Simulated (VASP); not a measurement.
# TiPd (P4/mmm) in VASP: a series of runs

Runs on TiPd. Level: LDA. Tasks: single point.

All numbers are computed with VASP 6.6.1; they aren't measurements. Logs are shortened: lines on timing, memory, paths and dates and some standing lists are left out, and cuts for length are marked.

### 1 The cell of the first run

Symmetry: P4/mmm, No. 123, tetragonal system. The conventional cell has a = 2.838 Å, b = 2.838 Å, c = 3.898 Å, α = 90.00°, β = 90.00°, γ = 90.00°. Within 3.7 Å of Ti (site symmetry 4/mmm) lie 8 Pd at 2.80 Å and 4 Ti at 2.84 Å. Within 3.7 Å of Pd (site symmetry 4/mmm) lie 8 Ti at 2.80 Å and 4 Pd at 2.84 Å.

### 2 Single point, LDA

File INCAR:

```
SYSTEM = TiPd
ALGO = Normal
EDIFF = 1E-7
ENCUT = 520
ISIF = 2
ISMEAR = -1
LASPH = .True.
LCHARG = .True.
LELF = .True.
LREAL = .False.
LVHAR = .True.
LWAVE = .False.
NBANDS = 18
NELM = 60
PREC = Accurate
SIGMA = 0.05
```

File KPOINTS:

```
k-points
0
Gamma
  8 8 6
  0 0 0
```

File POSCAR:

```
TiPd
1.0
    2.8379721128      0.0000000000      0.0000000000
    0.0000000000      2.8379721128      0.0000000000
    0.0000000000      0.0000000000      3.8977139117
Ti Pd
1 1
Direct
    0.0000000000      0.0000000000      0.0000000000
    0.5000000000      0.5000000000      0.5000000000
```

Potentials or basis: VASP PAW LDA potentials, release 64 (Ti_sv, Pd).

Launch:

```bash
> cat potpaw_LDA.64/Ti_sv/POTCAR potpaw_LDA.64/Pd/POTCAR > POTCAR
> mpirun -np 1 vasp_std > vasp.out
```

OUTCAR:

```text
SYSTEM = TiPd
   EDIFF = 1E-7
   ENCUT = 520
   ISIF = 2
   ISMEAR = -1
   LASPH = .True.
   LREAL = .False.
   NELM = 60
   PREC = Accurate

 ion  position               nearest neighbor table
   1  0.000  0.000  0.000-   2 2.80   2 2.80   2 2.80   2 2.80   2 2.80   2 2.80   2 2.80   2 2.80

   2  0.500  0.500  0.500-   1 2.80   1 2.80   1 2.80   1 2.80   1 2.80   1 2.80   1 2.80   1 2.80

  LATTYP: Found a simple tetragonal cell.
 ALAT       =     2.8379721128
 C/A-ratio  =     1.3734151559

  Lattice vectors:

 A1 = (   2.8379721128,   0.0000000000,   0.0000000000)
 A2 = (   0.0000000000,   2.8379721128,   0.0000000000)
 A3 = (   0.0000000000,   0.0000000000,   3.8977139117)

Analysis of symmetry for initial positions (statically):
=====================================================================
 Subroutine PRICEL returns:
 Original cell was already a primitive cell.

 Routine SETGRP: Setting up the symmetry group for a
 simple tetragonal supercell.

 Subroutine GETGRP returns: Found 16 space group operations
 (whereof 16 operations were pure point group operations)
 out of a pool of 16 trial point group operations.

The static configuration has the point symmetry D_4h.

Analysis of symmetry for dynamics (positions and initial velocities):
=====================================================================
 Subroutine PRICEL returns:
 Original cell was already a primitive cell.

 Routine SETGRP: Setting up the symmetry group for a
 simple tetragonal supercell.

 Subroutine GETGRP returns: Found 16 space group operations
 (whereof 16 operations were pure point group operations)
 out of a pool of 16 trial point group operations.

The dynamic configuration has the point symmetry D_4h.

 Subroutine INISYM returns: Found 16 space group operations
 (whereof 16 operations are pure point group operations),
 and found     1 'primitive' translations

----------------------------------------------------------------------------------------

                                     Primitive cell

  volume of cell :      31.3925

  direct lattice vectors                    reciprocal lattice vectors
     2.837972113  0.000000000  0.000000000     0.352364280  0.000000000  0.000000000
     0.000000000  2.837972113  0.000000000     0.000000000  0.352364280  0.000000000
     0.000000000  0.000000000  3.897713912     0.000000000  0.000000000  0.256560646

  length of vectors
     2.837972113  2.837972113  3.897713912     0.352364280  0.352364280  0.256560646

  position of ions in fractional coordinates (direct lattice)
     0.000000000  0.000000000  0.000000000
     0.500000000  0.500000000  0.500000000

  ion indices of the primitive-cell ions
   primitive index   ion index
                 1           1
                 2           2

----------------------------------------------------------------------------------------

 KPOINTS: k-points

Automatic generation of k-mesh.
 Grid dimensions read from file:
 generate k-points for:    8    8    6

 Generating k-lattice:

  Cartesian coordinates                     Fractional coordinates (reciprocal lattice)
     0.044045535  0.000000000  0.000000000     0.125000000  0.000000000  0.000000000
     0.000000000  0.044045535  0.000000000     0.000000000  0.125000000  0.000000000
     0.000000000  0.000000000  0.042760108     0.000000000  0.000000000  0.166666667

  Length of vectors
     0.044045535  0.044045535  0.042760108

  Shift w.r.t. Gamma in fractional coordinates (k-lattice)
     0.000000000  0.000000000  0.000000000

 Subroutine IBZKPT returns following result:
 ===========================================

 Found     60 irreducible k-points:

 Following reciprocal coordinates:
            Coordinates               Weight
  0.000000  0.000000  0.000000      1.000000
  0.125000  0.000000  0.000000      4.000000
  0.250000  0.000000  0.000000      4.000000
  0.375000  0.000000  0.000000      4.000000
  0.500000  0.000000  0.000000      2.000000
  0.125000  0.125000  0.000000      4.000000
[... 16 lines left out ...]
  0.375000  0.125000  0.166667     16.000000
  0.500000  0.125000  0.166667      8.000000
 [... further k-points ...]
   k-points           NKPTS =     60   k-points in BZ     NKDIM =     60   number of bands    NBANDS=     18
   number of dos      NEDOS =    301   number of ions     NIONS =      2
   total plane-waves  NPLWV =  17280
   dimension x,y,z NGX =    24 NGY =   24 NGZ =   30
   dimension x,y,z NGXF=    48 NGYF=   48 NGZF=   60
   ions per type =               1   1
   NGX,Y,Z   is equivalent  to a cutoff of  14.06, 14.06, 12.80 a.u.
   NGXF,Y,Z  is equivalent  to a cutoff of  28.12, 28.12, 25.59 a.u.
 SYSTEM =  TiPd
   PREC   = accura    normal or accurate (medium, high low for compatibility)
   ISTART =      0    job   : 0-new  1-cont  2-samecut
   ICHARG =      2    charge: 1-file 2-atom 10-const
   ISPIN  =      1    spin polarized calculation?
   LNONCOLLINEAR =      F non collinear calculations
   LSORBIT =      F    spin-orbit coupling
   LASPH  =      T    aspherical Exc in radial PAW
   ENCUT  =  520.0 eV  38.22 Ry    6.18 a.u.   5.28  5.28  7.25*2*pi/ulx,y,z
   NELM   =     60;   NELMIN=  2; NELMDL= -5     # of ELM steps
   EDIFF  = 0.1E-06   stopping-criterion for ELM
   LREAL  =      F    real-space projection
   EDIFFG = 0.1E-05   stopping-criterion for IOM
   NSW    =      0    number of steps for IOM
   IBRION =     -1    ionic relax: 0-MD 1-quasi-New 2-CG
   NFREE  =      0    steps in history (QN), initial steepest desc. (CG)
   ISIF   =      2    stress and relaxation
   ISYM   =      2    0-nonsym 1-usesym 2-fastsym
   POTIM  = 0.5000    time-step for ionic-motion
   TEBEG  =    0.0;   TEEND  =   0.0 temperature during run
   PSTRESS=    0.0 pullay stress
   NELECT =      22.0000    total number of electrons
   NUPDOWN=      -1.0000    fix difference up-down
   EMIN   =  10.00;   EMAX   =-10.00  energy-range for DOS
   EFERMI =   0.00;   METHOD = LEGACY
   ISMEAR =    -1;   SIGMA  =   0.05  broadening in eV -4-tet -1-fermi 0-gaus
   EFERMI_NEDOS =   21; number of points for ismear=-14 and -15
   IALGO  =     38    algorithm
   IMIX   =      4    mixing-type and parameters
     AMIX     =   0.40;   BMIX     =  1.00
     AMIX_MAG =   1.60;   BMIX_MAG =  1.00
  volume/ion in A,a.u.               =      15.70       105.92
  Fermi-wavevector in a.u.,A,eV,Ry     =   1.454143  2.747931 28.769936  2.114531
  Thomas-Fermi vector in A             =   2.571327
   LORBIT       =      0    0 simple, 1 ext, 2 COOP (PROOUT), +10 PAW based schemes
   GGA     = CA    functional components
   LHFCALC =     F    Hartree Fock is set to
   AEXX    =    0.0000 exact exchange contribution
   IVDW    =     0    specifies the selected vdW correction
   LEPSILON=     F    determine dielectric tensor
   LRPA    =     F    only Hartree local field effects (RPA)
 non-spin polarized calculation
  energy-cutoff  :      520.00
  volume of cell :       31.39
 maximum number of plane-waves:       872
 NGX is ok and might be reduce to    24
   NGX = 11   NGY = 11   NGZ = 15

 number of electron      21.9999996 magnetization

 Free energy of the ion-electron system (eV)
  ---------------------------------------------------
  ext. energy  EPLUGINS =         0.00000000
  ---------------------------------------------------
  free energy    TOTEN  =       -16.11046238 eV

  energy without entropy =      -16.08763778  energy(sigma->0) =      -16.09905008

 E-fermi :   9.4895     XC(G=0): -12.7196

 val. band max:        9.4867756255   @ k =   0.3750   0.1250   0.0000
 cond. band min:       9.4942075670   @ k =   0.5000   0.1250   0.5000
 fundamental gap:      0.0074319414
 Fermi energy:         9.4895162050

 k-point     1 :       0.0000    0.0000    0.0000
  band No.  band energies     occupation
      1     -46.9237      2.00000
      2     -23.6054      2.00000
      3     -23.2707      2.00000
      4     -23.2707      2.00000
      5       2.3182      2.00000
      6       4.2899      2.00000
[... 10 lines left out ...]
     17      20.3068      0.00000
     18      21.2200      0.00000

 k-point     2 :       0.1250    0.0000    0.0000
  band No.  band energies     occupation
      1     -46.9153      2.00000
      2     -23.5990      2.00000
      3     -23.3400      2.00000
      4     -23.2649      2.00000
      5       2.6713      2.00000
      6       4.4560      2.00000
[... 10 lines left out ...]
     17      19.5697      0.00000
     18      20.2918      0.00000

 k-point     3 :       0.2500    0.0000    0.0000
  band No.  band energies     occupation
      1     -46.8951      2.00000
      2     -23.5833      2.00000
      3     -23.5048      2.00000
      4     -23.2511      2.00000
      5       3.6027      2.00000
      6       4.7937      2.00000
[... 10 lines left out ...]
     17      16.8473      0.00000
     18      20.2191      0.00000

 k-point     4 :       0.3750    0.0000    0.0000
  band No.  band energies     occupation
      1     -46.8747      2.00000
      2     -23.6664      2.00000
      3     -23.5676      2.00000
      4     -23.2372      2.00000
      5       4.5952      2.00000
      6       5.2630      2.00000
[... 375 lines left out ...]
      4     -23.3179      2.00000
      5       4.0997      2.00000
      6       5.0841      2.00000
[... 10 lines left out ...]
     17      17.8317      0.00000
     18      21.9577      0.00000

 k-point    23 :       0.3750    0.1250    0.1667
  band No.  band energies     occupation
      1     -46.8666      2.00000
      2     -23.6556      2.00000
      3     -23.5633      2.00000
      4     -23.3025      2.00000
      5       4.7729      2.00000
      6       5.2438      2.00000
[... 10 lines left out ...]
     17      17.3124      0.00000
     18      21.5529      0.00000

 k-point    24 :       0.5000    0.1250    0.1667
  band No.  band energies     occupation
      1     -46.8583      2.00000
      2     -23.7208      2.00000
      3     -23.5560      2.00000
      4     -23.2961      2.00000
      5       4.9532      2.00000
      6       5.1910      2.00000
[... 10 lines left out ...]
     17      18.7211      0.00000
     18      19.6492      0.00000

 [... further k-points ...]
[... 5 lines left out ...]
  --------------------------------------------------------------------------------------
  -------------------------------------------------------------------------------------
  Total       -2.2916092     -2.2916092     -2.5756846      0.0000000     -0.0000000      0.0000000
  in kB     -116.9566541   -116.9566541   -131.4549825      0.0000000     -0.0000000      0.0000000
  external PRESSURE =    -121.7894302 kB  Pullay stress =       0.0000000 kB

 VOLUME and BASIS-vectors are now :
 -----------------------------------------------------------------------------
  energy-cutoff  :      520.00
  volume of cell :       31.39
      direct lattice vectors                 reciprocal lattice vectors
     2.837972113  0.000000000  0.000000000     0.352364280  0.000000000  0.000000000
     0.000000000  2.837972113  0.000000000     0.000000000  0.352364280  0.000000000
     0.000000000  0.000000000  3.897713912     0.000000000  0.000000000  0.256560646

 POSITION                                       TOTAL-FORCE (eV/Angst)
 -----------------------------------------------------------------------------------
      0.00000      0.00000      0.00000         0.000000      0.000000      0.000000
      1.41899      1.41899      1.94886         0.000000      0.000000      0.000000
 -----------------------------------------------------------------------------------
    total drift:                                0.000000      0.000000     -0.000000

  FREE ENERGIE OF THE ION-ELECTRON SYSTEM (eV)
  ---------------------------------------------------
  free  energy   TOTEN  =       -16.1104623848 eV

  energy  without entropy=      -16.0876377819  energy(sigma->0) =      -16.09905008
```

Wall time 44 s (1 thread of Intel Xeon 8259CL, shared host); peak memory 0.16 GiB.

Results:

```
Free energy            : -16.1105 eV
Pressure               : -12.2 GPa
Band gap on the k mesh : zero (band 11 reaches 11.68 eV, above the bottom of band 12 at 8.43 eV)
```

Stress tensor (GPa, compression positive):
```
-11.70   0.00   0.00
  0.00 -11.70   0.00
  0.00   0.00 -13.15
```

### 3 Single point, LDA

This run uses another cell than the first one, of 16.46 Å³/atom, 1.049 times its volume.

File INCAR:

```
SYSTEM = TiPd
  PREC = Accurate
  ENCUT = 520
  EDIFF = 1E-6
  ISMEAR = -1
  SIGMA = 0.05
  LREAL = .FALSE.
  LASPH = .TRUE.
  NELM = 60
  ALGO = Normal
  ISIF = 2
  LWAVE = .FALSE.
  LCHARG = .TRUE.
  GGA = CA
  LELF = .TRUE.
  LVHAR = .TRUE.
  NBANDS = 18
```

File KPOINTS:

```
regular mesh
0
G
  8 8 6
  0 0 0
```

File POSCAR:

```
TiPd
1.0
    2.8833873571      0.0000000000      0.0000000000
    0.0000000000      2.8833873571      0.0000000000
    0.0000000000      0.0000000000      3.9600878965
Ti Pd
1 1
Direct
    0.0000000000      0.0000000000      0.0000000000
    0.5000000000      0.5000000000      0.5000000000
```

Potentials or basis: VASP PAW LDA potentials, release 64 (Ti_sv, Pd).

Launch:

```bash
> cat potpaw_LDA.64/Ti_sv/POTCAR potpaw_LDA.64/Pd/POTCAR > POTCAR
> mpirun -np 1 vasp_std > vasp.out
```

Wall time 48 s (1 thread of Intel Xeon 8259CL, shared host); peak memory 0.16 GiB.

The run converged. Its results:

| Quantity | Value |
| --- | --- |
| Free energy | -15.9671 eV |
| Pressure | -17.7 GPa |
| Band gap on the k mesh | zero (band 11 reaches 10.88 eV, above the bottom of band 12 at 7.87 eV) |

Stress tensor (GPa, compression positive):
```
-17.02   0.00   0.00
  0.00 -17.02   0.00
  0.00   0.00 -19.07
```

Levels at points of the mesh, in eV from the Fermi level:
| k point | band 7 | band 8 | band 9 | band 10 | band 11 | band 12 | band 13 | band 14 | band 15 | band 16 |
| --- | --- | --- | --- | --- | --- | --- | --- | --- | --- | --- |
| (0.00, 0.00, 0.00) | -4.71 | -2.71 | -2.71 | -1.74 | -0.44 | 0.53 | 2.44 | 2.44 | 2.69 | 2.93 |
| (0.50, 0.00, 0.00) | -3.69 | -2.66 | -2.52 | -2.24 | -0.74 | -0.42 | 1.01 | 1.24 | 1.96 | 4.24 |
| (0.50, 0.50, 0.00) | -4.43 | -4.37 | -0.89 | 0.34 | 2.04 | 2.04 | 2.29 | 2.40 | 2.40 | 3.45 |
| (0.00, 0.00, 0.50) | -4.03 | -2.49 | -2.47 | -2.47 | -1.68 | -0.97 | 0.94 | 1.54 | 1.54 | 2.57 |
| (0.50, 0.00, 0.50) | -2.95 | -2.91 | -2.66 | -0.06 | -0.01 | 0.32 | 0.48 | 1.96 | 2.43 | 2.54 |
| (0.50, 0.50, 0.50) | -3.89 | -2.26 | -1.97 | -0.95 | -0.95 | -0.89 | 1.82 | 3.46 | 7.94 | 7.94 |
